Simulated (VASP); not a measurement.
# Ru (Fm-3m) in VASP: a series of runs, part 2 of 2

VASP 6.6.1.

## Step 4: Single point, RPBE+U (volume scaled by 0.96)

INCAR reads:

```
PREC = Accurate
ENCUT = 520
EDIFF = 1E-6
ISMEAR = -5
SIGMA = 0.05
LREAL = F
LASPH = T
NELM = 150
ALGO = Fast
ISIF = 2
LWAVE = F
LCHARG = F
LMAXMIX = 4
LDAU = T
LDAUTYPE = 2
LDAUL = 2
LDAUU = 6
LDAUJ = 0
LDAUPRINT = 1
GGA = RP
NBANDS = 13
```

KPOINTS reads:

```
Automatic mesh
0
Gamma
  12 12 12
```

POSCAR reads:

```
Ru
1.0
    0.0000000000      1.8891184489      1.8891184489
    1.8891184489      0.0000000000      1.8891184489
    1.8891184489      1.8891184489      0.0000000000
Ru
1
Direct
    0.0000000000      0.0000000000      0.0000000000
```

Potentials or basis: VASP PAW PBE potentials, release 64 (Ru_pv).

Run with:

```bash
> cat potpaw_PBE.64/Ru_pv/POTCAR > POTCAR
> mpirun -np 1 vasp_std > vasp.out
```

OUTCAR:

```text
PREC = Accurate
   ENCUT = 520
   EDIFF = 1E-6
   ISMEAR = -5
   LREAL = F
   LASPH = T
   NELM = 150
   ISIF = 2
   GGA = RP

 ion  position               nearest neighbor table
   1  0.000  0.000  0.000-

  LATTYP: Found a face centered cubic cell.
 ALAT       =     3.7782368978

  Lattice vectors:

 A1 = (   0.0000000000,   1.8891184489,   1.8891184489)
 A2 = (   1.8891184489,   0.0000000000,   1.8891184489)
 A3 = (   1.8891184489,   1.8891184489,   0.0000000000)

Analysis of symmetry for initial positions (statically):
=====================================================================
 Subroutine PRICEL returns:
 Original cell was already a primitive cell.

 Routine SETGRP: Setting up the symmetry group for a
 face centered cubic supercell.

 Subroutine GETGRP returns: Found 48 space group operations
 (whereof 48 operations were pure point group operations)
 out of a pool of 48 trial point group operations.

The static configuration has the point symmetry O_h .

Analysis of symmetry for dynamics (positions and initial velocities):
=====================================================================
 Subroutine PRICEL returns:
 Original cell was already a primitive cell.

 Routine SETGRP: Setting up the symmetry group for a
 face centered cubic supercell.

 Subroutine GETGRP returns: Found 48 space group operations
 (whereof 48 operations were pure point group operations)
 out of a pool of 48 trial point group operations.

The dynamic configuration has the point symmetry O_h .

 Subroutine INISYM returns: Found 48 space group operations
 (whereof 48 operations are pure point group operations),
 and found     1 'primitive' translations

----------------------------------------------------------------------------------------

                                     Primitive cell

[... 162 lines left out ...]
  o =  0.6761  v =  0.0000  0.0000  0.0000  0.0000  0.0000  0.0000 -0.0000  0.0302 -0.0000 -0.9995      0.0000  0.0000  0.0000  0.0000  0.0000  0.0000  0.0000  0.0000  0.0000  0.0000
  o =  0.6761  v =  0.0000  0.0000  0.0000  0.0000  0.0000  0.0000 -0.0000  0.9995  0.0000  0.0302      0.0000  0.0000  0.0000  0.0000  0.0000  0.0000  0.0000  0.0000  0.0000  0.0000
  o =  0.6761  v =  0.0000 -0.0000  0.9995  0.0000  0.0302  0.0000  0.0000  0.0000  0.0000  0.0000      0.0000  0.0000  0.0000  0.0000  0.0000  0.0000  0.0000  0.0000  0.0000  0.0000

 number of electron      14.0000006 magnetization

 Free energy of the ion-electron system (eV)
  ---------------------------------------------------
  ext. energy  EPLUGINS =         0.00000000
  ---------------------------------------------------
  free energy    TOTEN  =        -1.31540159 eV

  energy without entropy =       -1.31540159  energy(sigma->0) =       -1.31540159

 E-fermi :  12.3696     XC(G=0): -14.0505

 val. band max:       12.5028866727   @ k =  -0.4167   0.4167   0.0000
 cond. band min:      12.3406997216   @ k =   0.2500   0.0000   0.0000
 fundamental gap:     -0.1621869511
 Fermi energy:        12.3695929282

 k-point     1 :       0.0000    0.0000    0.0000
  band No.  band energies     occupation
      1     -29.2827      2.00000
      2     -29.2827      2.00000
      3     -29.2827      2.00000
      4       5.0510      2.00000
      5      10.0645      2.00000
      6      10.0645      2.00000
      7      10.0645      2.00000
      8      11.9354      2.00000
      9      11.9354      2.00000
     10      23.9426      0.00000
     11      27.9632      0.00000
     12      33.8206      0.00000
     13      33.8206      0.00000
[... 354 lines left out ...]
  band No.  band energies     occupation
      1     -30.2845      2.00000
      2     -29.6340      2.00000
      3     -29.4716      2.00000
      4       7.4353      2.00000
      5       8.8338      2.00000
      6      10.3188      2.00000
      7      11.1987      2.00184
      8      13.8790      0.00000
      9      17.8645      0.00000
     10      22.9978      0.00000
     11      23.9433      0.00000
     12      28.8817      0.00000
     13      32.0353      0.00000

 [... further k-points ...]

------------------------ aborting loop because EDIFF is reached ----------------------------------------

  FORCE on cell =-STRESS in cart. coord.  units (eV):
  Direction    XX          YY          ZZ          XY          YZ          ZX
  --------------------------------------------------------------------------------------
  -------------------------------------------------------------------------------------
  Total        0.4294818      0.4294818      0.4294818      0.0000000     -0.0000000      0.0000000
  in kB       51.0326145     51.0326145     51.0326145      0.0000000     -0.0000000      0.0000000
  external PRESSURE =      51.0326145 kB  Pullay stress =       0.0000000 kB

 VOLUME and BASIS-vectors are now :
 -----------------------------------------------------------------------------
  energy-cutoff  :      520.00
  volume of cell :       13.48
      direct lattice vectors                 reciprocal lattice vectors
     0.000000000  1.889118449  1.889118449    -0.264673716  0.264673716  0.264673716
     1.889118449  0.000000000  1.889118449     0.264673716 -0.264673716  0.264673716
     1.889118449  1.889118449  0.000000000     0.264673716  0.264673716 -0.264673716

 POSITION                                       TOTAL-FORCE (eV/Angst)
 -----------------------------------------------------------------------------------
      0.00000      0.00000      0.00000         0.000000      0.000000      0.000000
 -----------------------------------------------------------------------------------
    total drift:                                0.000000      0.000000      0.000000

  FREE ENERGIE OF THE ION-ELECTRON SYSTEM (eV)
  ---------------------------------------------------
  free  energy   TOTEN  =        -1.3154015894 eV

  energy  without entropy=       -1.3154015894  energy(sigma->0) =       -1.31540159
```

OSZICAR:

```text
N       E                     dE             d eps       ncg     rms          rms(c)
DAV:   1     0.114841966362E+03    0.11484E+03   -0.84655E+03  1872   0.115E+03
DAV:   2    -0.561644480439E+00   -0.11540E+03   -0.11090E+03  2032   0.326E+02
DAV:   3    -0.178532073254E+01   -0.12237E+01   -0.12221E+01  2092   0.373E+01
DAV:   4    -0.178883352234E+01   -0.35128E-02   -0.35153E-02  2042   0.214E+00
DAV:   5    -0.178885658036E+01   -0.23058E-04   -0.23063E-04  2102   0.156E-01    0.123E+01
RMM:   6    -0.132832198183E+01    0.46053E+00   -0.70250E-01  1912   0.848E+00    0.387E+00
RMM:   7    -0.130410073342E+01    0.24221E-01   -0.77240E-02  1922   0.290E+00    0.101E+00
RMM:   8    -0.130976621375E+01   -0.56655E-02   -0.11189E-02  2024   0.117E+00    0.180E-01
RMM:   9    -0.131066741588E+01   -0.90120E-03   -0.11091E-03  2173   0.391E-01    0.169E-01
RMM:  10    -0.131461029400E+01   -0.39429E-02   -0.18495E-03  2009   0.443E-01    0.897E-02
RMM:  11    -0.131595237326E+01   -0.13421E-02   -0.14053E-03  2066   0.388E-01    0.485E-02
RMM:  12    -0.131557810234E+01    0.37427E-03   -0.44911E-04  2071   0.227E-01    0.195E-02
RMM:  13    -0.131540254656E+01    0.17556E-03   -0.64505E-05  2103   0.968E-02    0.150E-02
RMM:  14    -0.131540158945E+01    0.95712E-06   -0.71153E-06  2089   0.324E-02
   1 F= -.13154016E+01 E0= -.13154016E+01  d E =0.000000E+00
```

It took 15 s on 1 thread of Intel Xeon Platinum 8259CL at 2.50GHz (Skylake/Cascade Lake), shared host; peak memory 0.13 GiB.

What came out:

| Item | Value |
| --- | --- |
| Free energy | -1.3154 eV |
| Pressure | 5.1 GPa |
| Band gap on the k mesh | zero (band 7 reaches 14.97 eV, above the bottom of band 8 at 10.95 eV) |

Levels at points of the mesh, in eV from the Fermi level:
```tsv
k point	band 4	band 5	band 6	band 7	band 8	band 9	band 10	band 11
(0.00, 0.00, 0.00)	-7.32	-2.31	-2.31	-2.31	-0.43	-0.43	11.57	15.59
(0.50, 0.00, 0.00)	-5.75	-2.80	-2.80	1.66	1.85	1.85	10.71	11.57
(0.50, 0.50, 0.00)	-6.58	-5.68	1.41	2.60	2.60	4.31	11.57	14.08
```

Eigenvalues of the final occupation matrices:
```csv
site,spin,trace,eigenvalues
site 1 d,1,3.06,0.57 0.57 0.57 0.68 0.68
site 1 d,2,3.06,0.57 0.57 0.57 0.68 0.68
```

Caveat: the PAW data sets were made with another functional, which shifts forces and pressure a little; U without spin polarisation on a metal has little footing; the U is typed as a test and isn't derived for this compound; tetrahedron occupations give inexact forces and stress in metals.

## Step 5: Single point, RPBE+U (volume scaled by 0.98)

INCAR reads:

```
PREC = Accurate ; ENCUT = 520
EDIFF = 1E-6 ; ISMEAR = -5
SIGMA = 0.05 ; LREAL = F
LASPH = T ; NELM = 150
ALGO = Normal ; ISIF = 2
LWAVE = F ; LCHARG = F
LMAXMIX = 4 ; LDAU = T
LDAUTYPE = 2 ; LDAUL = 2
LDAUU = 6 ; LDAUJ = 0
LDAUPRINT = 1 ; GGA = RP
NBANDS = 13
```

KPOINTS reads:

```
regular mesh
0
Gamma
  12 12 12
```

POSCAR reads:

```
Ru
1.0
    0.0000000000      1.9021472637      1.9021472637
    1.9021472637      0.0000000000      1.9021472637
    1.9021472637      1.9021472637      0.0000000000
Ru
1
Direct
    0.0000000000      0.0000000000      0.0000000000
```

Potentials or basis: VASP PAW PBE potentials, release 64 (Ru_pv).

Run with:

```bash
> cat potpaw_PBE.64/Ru_pv/POTCAR > POTCAR
> mpirun -np 1 vasp_std > vasp.out
```

OUTCAR:

```text
PREC = Accurate
   ENCUT = 520
   EDIFF = 1E-6
   ISMEAR = -5
   LREAL = F
   LASPH = T
   NELM = 150
   ISIF = 2
   GGA = RP

 ion  position               nearest neighbor table
   1  0.000  0.000  0.000-

  LATTYP: Found a face centered cubic cell.
 ALAT       =     3.8042945274

  Lattice vectors:

 A1 = (   0.0000000000,   1.9021472637,   1.9021472637)
 A2 = (   1.9021472637,   0.0000000000,   1.9021472637)
 A3 = (   1.9021472637,   1.9021472637,   0.0000000000)

Analysis of symmetry for initial positions (statically):
=====================================================================
 Subroutine PRICEL returns:
 Original cell was already a primitive cell.

 Routine SETGRP: Setting up the symmetry group for a
 face centered cubic supercell.

 Subroutine GETGRP returns: Found 48 space group operations
 (whereof 48 operations were pure point group operations)
 out of a pool of 48 trial point group operations.

The static configuration has the point symmetry O_h .

Analysis of symmetry for dynamics (positions and initial velocities):
=====================================================================
 Subroutine PRICEL returns:
[... 208 lines left out ...]
      6       9.8473      2.00000
      7       9.8473      2.00000
      8      11.4980      2.00000
      9      11.4980      2.00000
     10      23.5996      0.00000
     11      27.5939      0.00000
     12      33.3543      0.00000
     13      33.3543      0.00000
[... 354 lines left out ...]
  band No.  band energies     occupation
      1     -30.5825      2.00000
      2     -29.9753      2.00000
      3     -29.8240      2.00000
      4       7.2506      2.00000
      5       8.5421      2.00000
      6       9.9809      2.00000
      7      10.9000      2.00880
      8      13.5040      0.00000
      9      17.3816      0.00000
     10      22.4145      0.00000
     11      23.6001      0.00000
     12      28.4061      0.00000
     13      31.4629      0.00000

 [... further k-points ...]

------------------------ aborting loop because EDIFF is reached ----------------------------------------

  FORCE on cell =-STRESS in cart. coord.  units (eV):
  Direction    XX          YY          ZZ          XY          YZ          ZX
  --------------------------------------------------------------------------------------
  -------------------------------------------------------------------------------------
  Total       -0.0001624     -0.0001624     -0.0001624      0.0000000     -0.0000000      0.0000000
  in kB       -0.0188992     -0.0188992     -0.0188992      0.0000000     -0.0000000      0.0000000
  external PRESSURE =      -0.0188992 kB  Pullay stress =       0.0000000 kB

 VOLUME and BASIS-vectors are now :
 -----------------------------------------------------------------------------
  energy-cutoff  :      520.00
  volume of cell :       13.76
      direct lattice vectors                 reciprocal lattice vectors
     0.000000000  1.902147264  1.902147264    -0.262860826  0.262860826  0.262860826
     1.902147264  0.000000000  1.902147264     0.262860826 -0.262860826  0.262860826
     1.902147264  1.902147264  0.000000000     0.262860826  0.262860826 -0.262860826

 POSITION                                       TOTAL-FORCE (eV/Angst)
 -----------------------------------------------------------------------------------
      0.00000      0.00000      0.00000        -0.000000     -0.000000      0.000000
 -----------------------------------------------------------------------------------
    total drift:                                0.000000     -0.000000      0.000000

  FREE ENERGIE OF THE ION-ELECTRON SYSTEM (eV)
  ---------------------------------------------------
  free  energy   TOTEN  =        -1.3187733304 eV

  energy  without entropy=       -1.3187733304  energy(sigma->0) =       -1.31877333
```

OSZICAR:

```text
N       E                     dE             d eps       ncg     rms          rms(c)
DAV:   1     0.113500070441E+03    0.11350E+03   -0.83977E+03  1890   0.114E+03
DAV:   2    -0.567372443033E+00   -0.11407E+03   -0.10944E+03  2052   0.324E+02
DAV:   3    -0.179259982582E+01   -0.12252E+01   -0.12195E+01  2132   0.374E+01
DAV:   4    -0.179608530149E+01   -0.34855E-02   -0.34858E-02  2022   0.214E+00
DAV:   5    -0.179610795926E+01   -0.22658E-04   -0.22661E-04  2157   0.156E-01    0.117E+01
DAV:   6    -0.132946823302E+01    0.46664E+00   -0.76350E-01  1902   0.117E+01    0.345E+00
DAV:   7    -0.130585639330E+01    0.23612E-01   -0.60563E-02  2047   0.302E+00    0.985E-01
DAV:   8    -0.131098530611E+01   -0.51289E-02   -0.16150E-02  1892   0.111E+00    0.206E-01
DAV:   9    -0.131288458254E+01   -0.18993E-02   -0.17260E-03  2127   0.211E-01    0.183E-01
DAV:  10    -0.131887876873E+01   -0.59942E-02   -0.89736E-02  1922   0.128E+00    0.874E-02
DAV:  11    -0.131910691504E+01   -0.22815E-03   -0.37861E-03  2002   0.331E-01    0.574E-02
DAV:  12    -0.131874496829E+01    0.36195E-03   -0.35339E-03  1942   0.261E-01    0.158E-02
DAV:  13    -0.131885829711E+01   -0.11333E-03   -0.15181E-04  1897   0.646E-02    0.893E-03
DAV:  14    -0.131880459116E+01    0.53706E-04   -0.37755E-05  1962   0.268E-02    0.214E-03
DAV:  15    -0.131878403177E+01    0.20559E-04   -0.59790E-06  1404   0.113E-02    0.820E-04
DAV:  16    -0.131877364527E+01    0.10387E-04   -0.12946E-06   951   0.549E-03    0.264E-04
DAV:  17    -0.131877333040E+01    0.31487E-06   -0.11448E-08   941   0.110E-03
   1 F= -.13187733E+01 E0= -.13187733E+01  d E =0.000000E+00
```

stdout:

```text
POSCAR found type information on POSCAR Ru
 POSCAR found :  1 types and       1 ions
 scaLAPACK will be used
 -----------------------------------------------------------------------------
|                                                                             |
[... 23 lines left out ...]
|     occupations, so forces and stress will be inaccurate. We suggest        |
|     using a different smearing scheme ISMEAR = 1 or 2 for metals in         |
|     relaxations.                                                            |
|                                                                             |
 -----------------------------------------------------------------------------
```

Wall time 17 s (1 thread of Intel Xeon Platinum 8259CL at 2.50GHz (Skylake/Cascade Lake), shared host); peak memory 0.13 GiB.

Results:

| Property | Result |
| --- | --- |
| Free energy | -1.3188 eV |
| Pressure | 0.0 GPa |
| Band gap on the k mesh | zero (band 7 reaches 14.60 eV, above the bottom of band 8 at 10.70 eV) |

Levels at points of the mesh, in eV from the Fermi level:
```csv
k point,band 3,band 4,band 5,band 6,band 7,band 8,band 9,band 10,band 11,band 12
"(0.00, 0.00, 0.00)",-41.64,-7.19,-2.14,-2.14,-2.14,-0.49,-0.49,11.61,15.61,21.37
"(0.50, 0.00, 0.00)",-41.77,-5.53,-2.72,-2.72,1.66,1.83,1.83,10.49,11.61,15.25
"(0.50, 0.50, 0.00)",-42.01,-6.43,-5.42,1.29,2.61,2.61,4.25,11.61,13.76,14.03
```

Eigenvalues of the final occupation matrices:
```csv
site,spin,trace,eigenvalues
site 1 d,1,3.05,0.56 0.56 0.56 0.69 0.69
site 1 d,2,3.05,0.56 0.56 0.56 0.69 0.69
```

Caveat: the PAW data sets were made with another functional, which shifts forces and pressure a little; U without spin polarisation on a metal has little footing; the U is typed as a test and isn't derived for this compound; tetrahedron occupations give inexact forces and stress in metals.

## Step 6: The runs side by side

| level | U | cell | gap on the mesh (eV) | pressure (GPa) |
| --- | --- | --- | --- | --- |
| PBE+D3(BJ) | - | a = 2.708 Å, angles 60.0°, 1 atom | none | -11.8 |
| RPBE+U | Ru d U = 6.0 eV | a = 2.653 Å, angles 60.0°, 1 atom | none | 11.7 |
| RPBE+U | Ru d U = 6.0 eV | a = 2.672 Å, angles 60.0°, 1 atom | none | 5.1 |
| RPBE+U | Ru d U = 6.0 eV | a = 2.690 Å, angles 60.0°, 1 atom | none | 0.0 |

Alike in all rows: task single point; potentials or basis VASP PAW PBE potentials, release 64 (Ru_pv); no spin polarisation; k mesh 12 × 12 × 12; cutoff (eV) 520; smearing tetrahedron.

Caveats: tetrahedron occupations give inexact forces and stress in metals; the PAW data sets were made with another functional, which shifts forces and pressure a little (some runs); U without spin polarisation on a metal has little footing (some runs); the U is typed as a test and isn't derived for this compound (some runs); pairwise dispersion overbinds metals, which lowers pressure and volume (some runs).

Total energies depend on the potentials used, so only differences within one code and one set of settings carry meaning.
